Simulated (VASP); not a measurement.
# Si3F2 (Fmmm) in VASP: notebook

Runs on Si3F2. Level: PBE. Tasks: single point, relaxation of cell and atoms.

Program: VASP 6.6.1. These are calculated values, not measurements. Logs are shortened: lines on timing, memory, paths and dates and some standing lists are left out, and cuts for length are marked.

**1. The cell of the first run**

It takes space group Fmmm (No. 69, orthorhombic). The conventional cell has a = 4.977 Å, b = 7.055 Å, c = 10.994 Å, α = 90.00°, β = 90.00°, γ = 90.00°. Si (site symmetry mmm) has 2 F at 1.68 Å within 2.2 Å. Si (site symmetry m2m) has 6 Si at 2.27 to 2.79 Å and 2 F at 2.93 Å within 3.0 Å. F (site symmetry mm2) has 1 Si at 1.68 Å within 2.2 Å.

The cell was built from a structure type or drawn by symmetry, and may not be a known phase.

**2. Single point, PBE**

Input file INCAR:

```
ALGO = Normal
EDIFF = 1E-6
ENCUT = 520
GGA = PE
ISIF = 2
ISMEAR = 0
LASPH = True
LCHARG = False
LREAL = False
LWAVE = False
NBANDS = 21
NELM = 80
PREC = Accurate
SIGMA = 0.1
```

Input file KPOINTS:

```
k-points
0
Gamma
  4 4 4
```

Input file POSCAR:

```
Si3F2
1.0
    0.0000000000      5.4967752433      3.5275984003
    2.4885504066      0.0000000000      3.5275984003
    2.4885504066      5.4967752433      0.0000000000
Si F
3 2
Direct
    0.0000000000      0.0000000000      0.0000000000
    0.6607470631      0.6607470631      0.3392529369
    0.3392529369      0.3392529369      0.6607470631
    0.8469433066      0.1530566934      0.8469433066
    0.1530566934      0.8469433066      0.1530566934
```

Potentials or basis: VASP PAW PBE potentials, release 64 (Si, F).

Started as:

```console
cat potpaw_PBE.64/Si/POTCAR potpaw_PBE.64/F/POTCAR > POTCAR
mpirun -np 1 vasp_std > vasp.out
```

OUTCAR:

```text
EDIFF = 1E-6
   ENCUT = 520
   GGA = PE
   ISIF = 2
   ISMEAR = 0
   LASPH = True
   LREAL = False
   NELM = 80
   PREC = Accurate

 ion  position               nearest neighbor table
   1  0.000  0.000  0.000-   4 1.68   5 1.68   2 2.39   3 2.39   2 2.73   2 2.73   3 2.73   3 2.73

   2  0.661  0.661  0.339-   3 2.27   1 2.39   1 2.73   1 2.73   3 2.79   3 2.79
   3  0.339  0.339  0.661-   2 2.27   1 2.39   1 2.73   1 2.73   2 2.79   2 2.79
   4  0.847  0.153  0.847-   1 1.68
   5  0.153  0.847  0.153-   1 1.68

  LATTYP: Found a face centered orthorhombic cell.
 ALAT       =     4.9771008132
 B/A-ratio  =     1.4175314235
 C/A-ratio  =     2.2088261619

  Lattice vectors:

 A1 = (   0.0000000000,   5.4967752433,   3.5275984003)
 A2 = (  -2.4885504066,   5.4967752433,   0.0000000000)
 A3 = (  -2.4885504066,   0.0000000000,   3.5275984003)

Analysis of symmetry for initial positions (statically):
=====================================================================
 Subroutine PRICEL returns:
 Original cell was already a primitive cell.

 Routine SETGRP: Setting up the symmetry group for a
 face centered orthorhombic supercell.

 Subroutine GETGRP returns: Found  8 space group operations
 (whereof  8 operations were pure point group operations)
 out of a pool of  8 trial point group operations.

The static configuration has the point symmetry D_2h.

Analysis of symmetry for dynamics (positions and initial velocities):
=====================================================================
 Subroutine PRICEL returns:
 Original cell was already a primitive cell.

 Routine SETGRP: Setting up the symmetry group for a
 face centered orthorhombic supercell.

 Subroutine GETGRP returns: Found  8 space group operations
 (whereof  8 operations were pure point group operations)
 out of a pool of  8 trial point group operations.

The dynamic configuration has the point symmetry D_2h.

 Subroutine INISYM returns: Found  8 space group operations
 (whereof  8 operations are pure point group operations),
 and found     1 'primitive' translations

----------------------------------------------------------------------------------------

                                     Primitive cell

  volume of cell :      96.5081

  direct lattice vectors                    reciprocal lattice vectors
     0.000000000  5.496775243  3.527598400    -0.200920182  0.090962424  0.141739491
     2.488550407  0.000000000  3.527598400     0.200920182 -0.090962424  0.141739491
     2.488550407  5.496775243  0.000000000     0.200920182  0.090962424 -0.141739491

  length of vectors
     6.531346611  4.317039912  6.033856246     0.262170107  0.262170107  0.262170107

  position of ions in fractional coordinates (direct lattice)
     0.000000000  0.000000000  0.000000000
     0.660747063  0.660747063  0.339252937
     0.339252937  0.339252937  0.660747063
     0.846943307  0.153056693  0.846943307
     0.153056693  0.846943307  0.153056693

  ion indices of the primitive-cell ions
   primitive index   ion index
                 1           1
                 2           2
                 3           3
                 4           4
                 5           5

----------------------------------------------------------------------------------------

 KPOINTS: k-points

Automatic generation of k-mesh.
 Grid dimensions read from file:
 generate k-points for:    4    4    4

 Generating k-lattice:

  Cartesian coordinates                     Fractional coordinates (reciprocal lattice)
    -0.050230045  0.022740606  0.035434873     0.250000000  0.000000000  0.000000000
     0.050230045 -0.022740606  0.035434873     0.000000000  0.250000000  0.000000000
     0.050230045  0.022740606 -0.035434873    -0.000000000 -0.000000000  0.250000000

  Length of vectors
     0.065542527  0.065542527  0.065542527

  Shift w.r.t. Gamma in fractional coordinates (k-lattice)
     0.000000000  0.000000000  0.000000000

 Subroutine IBZKPT returns following result:
 ===========================================

 Found     18 irreducible k-points:

 Following reciprocal coordinates:
            Coordinates               Weight
  0.000000  0.000000  0.000000      1.000000
  0.250000  0.000000 -0.000000      8.000000
  0.500000  0.000000 -0.000000      4.000000
  0.250000  0.250000  0.000000      2.000000
  0.500000  0.250000  0.000000      8.000000
 -0.250000  0.250000  0.000000      4.000000
[... 10 lines left out ...]
 -0.250000  0.250000  0.500000      2.000000
  0.000000  0.500000  0.500000      1.000000
   k-points           NKPTS =     18   k-points in BZ     NKDIM =     18   number of bands    NBANDS=     21
   number of dos      NEDOS =    301   number of ions     NIONS =      5
   total plane-waves  NPLWV =  76800
   dimension x,y,z NGX =    50 NGY =   32 NGZ =   48
   dimension x,y,z NGXF=   100 NGYF=   64 NGZF=   96
   ions per type =               3   2
   NGX,Y,Z   is equivalent  to a cutoff of  12.73, 12.32, 13.23 a.u.
   NGXF,Y,Z  is equivalent  to a cutoff of  25.45, 24.65, 26.45 a.u.
 SYSTEM =  unknown system
   PREC   = accura    normal or accurate (medium, high low for compatibility)
   ISTART =      0    job   : 0-new  1-cont  2-samecut
   ICHARG =      2    charge: 1-file 2-atom 10-const
   ISPIN  =      1    spin polarized calculation?
   LNONCOLLINEAR =      F non collinear calculations
   LSORBIT =      F    spin-orbit coupling
   LASPH  =      T    aspherical Exc in radial PAW
   ENCUT  =  520.0 eV  38.22 Ry    6.18 a.u.  12.14  8.03 11.22*2*pi/ulx,y,z
   NELM   =     80;   NELMIN=  2; NELMDL= -5     # of ELM steps
   EDIFF  = 0.1E-05   stopping-criterion for ELM
   LREAL  =      F    real-space projection
   EDIFFG = 0.1E-04   stopping-criterion for IOM
   NSW    =      0    number of steps for IOM
   IBRION =     -1    ionic relax: 0-MD 1-quasi-New 2-CG
   NFREE  =      0    steps in history (QN), initial steepest desc. (CG)
   ISIF   =      2    stress and relaxation
   ISYM   =      2    0-nonsym 1-usesym 2-fastsym
   POTIM  = 0.5000    time-step for ionic-motion
   TEBEG  =    0.0;   TEEND  =   0.0 temperature during run
   PSTRESS=    0.0 pullay stress
   NELECT =      26.0000    total number of electrons
   NUPDOWN=      -1.0000    fix difference up-down
   EMIN   =  10.00;   EMAX   =-10.00  energy-range for DOS
   EFERMI =   0.00;   METHOD = LEGACY
   ISMEAR =     0;   SIGMA  =   0.10  broadening in eV -4-tet -1-fermi 0-gaus
   EFERMI_NEDOS =   21; number of points for ismear=-14 and -15
   IALGO  =     38    algorithm
   IMIX   =      4    mixing-type and parameters
     AMIX     =   0.40;   BMIX     =  1.00
     AMIX_MAG =   1.60;   BMIX_MAG =  1.00
  volume/ion in A,a.u.               =      19.30       130.25
  Fermi-wavevector in a.u.,A,eV,Ry     =   1.057332  1.998068 15.210650  1.117951
  Thomas-Fermi vector in A             =   2.192601
   LORBIT       =      0    0 simple, 1 ext, 2 COOP (PROOUT), +10 PAW based schemes
   GGA     = PE    functional components
   LHFCALC =     F    Hartree Fock is set to
   AEXX    =    0.0000 exact exchange contribution
   IVDW    =     0    specifies the selected vdW correction
   LEPSILON=     F    determine dielectric tensor
   LRPA    =     F    only Hartree local field effects (RPA)
 non-spin polarized calculation
 Gauss-broadening in eV      SIGMA  =   0.10
  energy-cutoff  :      520.00
  volume of cell :       96.51
 maximum number of plane-waves:      2618
 NGX is ok and might be reduce to    50
   NGX = 25   NGY = 17   NGZ = 23

 number of electron      25.9999997 magnetization

 Free energy of the ion-electron system (eV)
  ---------------------------------------------------
  ext. energy  EPLUGINS =         0.00000000
  ---------------------------------------------------
  free energy    TOTEN  =       -23.18572049 eV

  energy without entropy =      -23.17050883  energy(sigma->0) =      -23.17811466

 E-fermi :   2.5928     XC(G=0):  -8.3166

 val. band max:        2.5591206222   @ k =  -0.2500   0.2500   0.2500
 cond. band min:       2.6153333523   @ k =   0.5000   0.2500   0.0000
 fundamental gap:      0.0562127302
 Fermi energy:         2.5927880899

 k-point     1 :       0.0000    0.0000    0.0000
  band No.  band energies     occupation
      1     -21.6046      2.00000
      2     -21.3966      2.00000
      3      -8.9924      2.00000
      4      -4.4658      2.00000
      5      -3.9684      2.00000
      6      -3.3670      2.00000
[... 13 lines left out ...]
     20      10.1324      0.00000
     21      11.7146      0.00000

 k-point     2 :       0.2500    0.0000   -0.0000
  band No.  band energies     occupation
      1     -21.5907      2.00000
      2     -21.4035      2.00000
      3      -8.5505      2.00000
      4      -5.4709      2.00000
      5      -3.9823      2.00000
      6      -3.5682      2.00000
[... 13 lines left out ...]
     20       9.8236      0.00000
     21      10.4914      0.00000

 k-point     3 :       0.5000    0.0000   -0.0000
  band No.  band energies     occupation
      1     -21.5757      2.00000
      2     -21.4115      2.00000
      3      -7.3736      2.00000
      4      -7.1607      2.00000
      5      -3.9905      2.00000
      6      -3.6092      2.00000
[... 13 lines left out ...]
     20       9.8107      0.00000
     21      10.0926      0.00000

 k-point     4 :       0.2500    0.2500    0.0000
  band No.  band energies     occupation
      1     -21.5950      2.00000
      2     -21.3945      2.00000
      3      -8.3997      2.00000
      4      -5.1474      2.00000
      5      -3.9383      2.00000
      6      -3.6417      2.00000
[... 13 lines left out ...]
     20      10.5253      0.00000
     21      11.5593      0.00000

 k-point     5 :       0.5000    0.2500    0.0000
  band No.  band energies     occupation
      1     -21.5807      2.00000
      2     -21.4015      2.00000
      3      -7.3883      2.00000
      4      -6.3653      2.00000
      5      -5.1626      2.00000
      6      -3.9470      2.00000
[... 13 lines left out ...]
     20      10.2966      0.00000
     21      11.2522      0.00000

 k-point     6 :      -0.2500    0.2500    0.0000
  band No.  band energies     occupation
      1     -21.5758      2.00000
      2     -21.4114      2.00000
      3      -7.8309      2.00000
      4      -5.9243      2.00000
      5      -5.3050      2.00000
      6      -3.9858      2.00000
[... 13 lines left out ...]
     20      10.2127      0.00000
     21      11.6467      0.00000

 k-point     7 :       0.5000    0.5000    0.0000
  band No.  band energies     occupation
      1     -21.5855      2.00000
      2     -21.3919      2.00000
      3      -6.7933      2.00000
      4      -6.5813      2.00000
      5      -5.0621      2.00000
      6      -3.9391      2.00000
[... 13 lines left out ...]
     20       9.6082      0.00000
     21      10.6898      0.00000
[... 147 lines left out ...]
      1     -21.5713      2.00000
      2     -21.4065      2.00000
      3      -6.8132      2.00000
      4      -6.5601      2.00000
      5      -4.9869      2.00000
      6      -4.0005      2.00000
[... 13 lines left out ...]
     20       9.3408      0.00000
     21      11.1094      0.00000

 k-point    15 :       0.5000   -0.2500    0.2500
  band No.  band energies     occupation
      1     -21.5739      2.00000
      2     -21.4134      2.00000
      3      -7.8651      2.00000
      4      -5.8410      2.00000
      5      -5.3274      2.00000
      6      -3.9965      2.00000
[... 13 lines left out ...]
     20      11.0544      0.00000
     21      11.3483      0.00000

 k-point    16 :       0.5000    0.0000    0.5000
  band No.  band energies     occupation
      1     -21.5670      2.00000
      2     -21.4355      2.00000
      3      -9.0267      2.00000
      4      -4.1380      2.00000
      5      -4.0929      2.00000
      6      -3.3870      2.00000
[... 13 lines left out ...]
     20      10.5888      0.00000
     21      11.1744      0.00000

 k-point    17 :      -0.2500    0.2500    0.5000
  band No.  band energies     occupation
      1     -21.5608      2.00000
      2     -21.4300      2.00000
      3      -8.4320      2.00000
      4      -4.9311      2.00000
      5      -4.0640      2.00000
      6      -3.6562      2.00000
[... 13 lines left out ...]
     20      10.9628      0.00000
     21      11.5206      0.00000

 k-point    18 :       0.0000    0.5000    0.5000
  band No.  band energies     occupation
      1     -21.5543      2.00000
      2     -21.4240      2.00000
      3      -6.8337      2.00000
      4      -6.5385      2.00000
      5      -4.8890      2.00000
      6      -4.0550      2.00000
[... 13 lines left out ...]
     20       9.3710      0.00000
     21      11.1702      0.00000

------------------------ aborting loop because EDIFF is reached ----------------------------------------

  FORCE on cell =-STRESS in cart. coord.  units (eV):
  Direction    XX          YY          ZZ          XY          YZ          ZX
  --------------------------------------------------------------------------------------
  -------------------------------------------------------------------------------------
  Total       -0.1043257      0.6882743     -0.1390532      0.0000000      0.0000000      0.0000000
  in kB       -1.7319620     11.4263774     -2.3084900      0.0000000      0.0000000      0.0000000
  external PRESSURE =       2.4619751 kB  Pullay stress =       0.0000000 kB

 VOLUME and BASIS-vectors are now :
 -----------------------------------------------------------------------------
  energy-cutoff  :      520.00
  volume of cell :       96.51
      direct lattice vectors                 reciprocal lattice vectors
     0.000000000  5.496775243  3.527598400    -0.200920182  0.090962424  0.141739491
     2.488550407  0.000000000  3.527598400     0.200920182 -0.090962424  0.141739491
     2.488550407  5.496775243  0.000000000     0.200920182  0.090962424 -0.141739491

 POSITION                                       TOTAL-FORCE (eV/Angst)
 -----------------------------------------------------------------------------------
      0.00000      0.00000      0.00000         0.000000     -0.000000     -0.000000
      2.48855      5.49678      4.66170         0.000000      0.000000     -0.009975
      2.48855      5.49678      2.39350         0.000000      0.000000      0.009975
      2.48855      9.31091      3.52760         0.000000     -0.200158      0.000000
      2.48855      1.68264      3.52760         0.000000      0.200158      0.000000
 -----------------------------------------------------------------------------------
    total drift:                                0.000000      0.000000      0.000000

  FREE ENERGIE OF THE ION-ELECTRON SYSTEM (eV)
  ---------------------------------------------------
  free  energy   TOTEN  =       -23.1857204906 eV

  energy  without entropy=      -23.1705088255  energy(sigma->0) =      -23.17811466
```

Wall time 22 s (1 thread of Intel Xeon 6975P-C (Granite Rapids), shared host); peak memory 0.24 GiB.

Results:

```
Free energy            : -23.1857 eV
Pressure               : 0.2 GPa
Largest force          : 0.200 eV/Å
Band gap on the k mesh : zero (bands 13 and 14 overlap by 2.09 eV)
```

Forces on the atoms (eV/Å):
```
Si   0.000  0.000  0.000
Si   0.000  0.000 -0.010
Si   0.000  0.000  0.010
F    0.000 -0.200  0.000
F    0.000  0.200  0.000
```

Levels at points of the mesh, in eV from the Fermi level:
```tsv
k point	band 10	band 11	band 12	band 13	band 14	band 15	band 16	band 17
(0.00, 0.00, 0.00)	-2.93	-2.64	-2.39	-1.35	-1.29	0.28	2.07	4.03
(0.50, 0.00, 0.00)	-4.53	-2.84	-1.70	-0.11	1.37	2.01	2.08	5.64
(0.50, 0.50, 0.00)	-4.20	-3.06	-3.06	0.36	1.11	3.75	4.68	5.50
(0.50, 0.00, 0.50)	-2.95	-2.57	-2.40	-1.83	-1.35	0.21	1.93	4.06
(0.00, 0.50, 0.50)	-4.11	-3.20	-3.02	0.27	1.07	4.12	4.77	5.48
```

Caveat: the k points lie up to 0.41 Å⁻¹ apart, too coarse for converged energies and pressures of a metal.

**3. Relaxation of cell and atoms, PBE**

This run uses another cell than the first one, of 16.73 Å³/atom.

Input file INCAR:

```
  PREC = Accurate
  ENCUT = 600
  EDIFF = 1E-7
  ISMEAR = 0
  SIGMA = 0.1
  LREAL = F
  LASPH = T
  NELM = 60
  ALGO = Normal
  ISIF = 3
  LWAVE = F
  LCHARG = F
  GGA = PE
  IBRION = 2
  NSW = 90
  EDIFFG = -0.04
```

Input file KPOINTS:

```
regular mesh
0
Gamma
  4 4 4
```

Input file POSCAR:

```
Si3F2
1.0
    0.0000000000      3.6032049004      3.6453575633
    3.1838153260      0.0000000000      3.6453575633
    3.1838153260      3.6032049004      0.0000000000
Si F
3 2
Direct
    0.0000000000      0.0000000000      0.0000000000
    0.6419318393      0.6419318393      0.3580681607
    0.3580681607      0.3580681607      0.6419318393
    0.6849239722      0.3150760278      0.6849239722
    0.3150760278      0.6849239722      0.3150760278
```

Potentials or basis: VASP PAW PBE potentials, release 64 (Si, F).

Started as:

```console
cat potpaw_PBE.64/Si/POTCAR potpaw_PBE.64/F/POTCAR > POTCAR
mpirun -np 1 vasp_std > vasp.out
```

Run time: 7.5 min. Hardware: 1 thread of Intel Xeon 6975P-C (Granite Rapids), shared host; peak memory 0.27 GiB.

Results (log left out):

| Property | Result |
| --- | --- |
| Free energy | -23.0036 eV |
| Relaxed volume | 16.45 Å³/atom |
| Relaxed cell | a = 5.894 Å, b = 4.331 Å, c = 5.296 Å, α = 74.75°, β = 45.15°, γ = 60.10° |
| Space group after relaxing (to 0.1 Å) | Fmmm (No. 69) |
| Energy gained by relaxing | 1270.8 meV/atom |
| Ionic steps | 42 |
| Pressure after relaxing | 0.0 GPa |
| Largest force after relaxing | 0.033 eV/Å |
| Band gap on the k mesh | zero (bands 13 and 14 overlap by 2.23 eV) |

Forces in eV/Å, atoms in the order of the input:
```
Si   0.000  0.000  0.000
Si   0.000  0.000 -0.033
Si   0.000  0.000  0.033
F    0.000  0.021  0.000
F    0.000 -0.021  0.000
```

Stress tensor (GPa, compression positive):
```
 0.17  0.00  0.00
 0.00  0.01  0.00
 0.00  0.00 -0.10
```

The path:
```tsv
step	energy change (eV)	largest force (eV/Å)	pressure (GPa)	volume (Å³)
1	0.0000	10.3030	26.86	83.64
3	-4.2970	0.7788	-5.35	100.21
5	-4.3125	0.9060	-4.08	98.38
7	-5.2778	1.2765	2.06	76.08
9	-5.6079	0.7426	3.04	71.28
11	-5.7804	0.6545	2.05	73.59
13	-5.8680	0.3396	1.42	75.64
15	-5.9229	0.2252	-1.31	79.45
17	-5.9916	0.1198	1.55	75.71
19	-6.0160	0.2760	1.80	75.30
21	-6.0378	0.8715	3.38	74.78
23	-6.0592	1.2010	5.68	75.95
25	-6.1115	0.9138	3.47	76.34
27	-6.1723	0.4545	-0.21	79.26
29	-6.2165	0.2769	-0.27	80.06
31	-6.2604	0.3470	-0.02	81.41
33	-6.3275	0.2665	-0.10	82.84
35	-6.3384	0.2189	-0.40	82.90
37	-6.3496	0.1395	-0.47	82.31
39	-6.3519	0.0558	0.14	81.78
41	-6.3532	0.0442	0.11	81.92
42	-6.3538	0.0335	0.02	82.24
```

Final structure:
```
CELL_PARAMETERS angstrom
0.00000 4.69221 3.56738
2.45667 0.00000 3.56738
2.45667 4.69221 0.00000
ATOMIC_POSITIONS crystal
Si 0.00000 0.00000 0.00000
Si 0.66390 0.66390 0.33610
Si 0.33610 0.33610 0.66390
F 0.81909 0.18091 0.81909
F 0.18091 0.81909 0.18091
```

Levels at points of the mesh, in eV from the Fermi level:
```
           k point  band 10  band 11  band 12  band 13  band 14  band 15  band 16  band 17
(0.00, 0.00, 0.00)    -2.94    -2.86    -2.63    -1.41    -0.88    -0.07     1.82     3.82
(0.50, 0.00, 0.00)    -4.70    -3.11    -1.96    -0.05     1.09     2.08     2.13     5.64
(0.50, 0.50, 0.00)    -4.51    -3.18    -3.14     0.64     0.74     3.35     4.78     5.48
(0.50, 0.00, 0.50)    -3.15    -2.71    -2.58    -2.17    -1.50    -0.37     1.52     3.89
(0.00, 0.50, 0.50)    -4.38    -3.53    -3.29     0.43     0.76     4.06     4.74     5.10
```

Caveat: the k points lie up to 0.42 Å⁻¹ apart in the final cell, too coarse for converged energies and pressures of a metal.

(Part 1 of 2 ends here.)
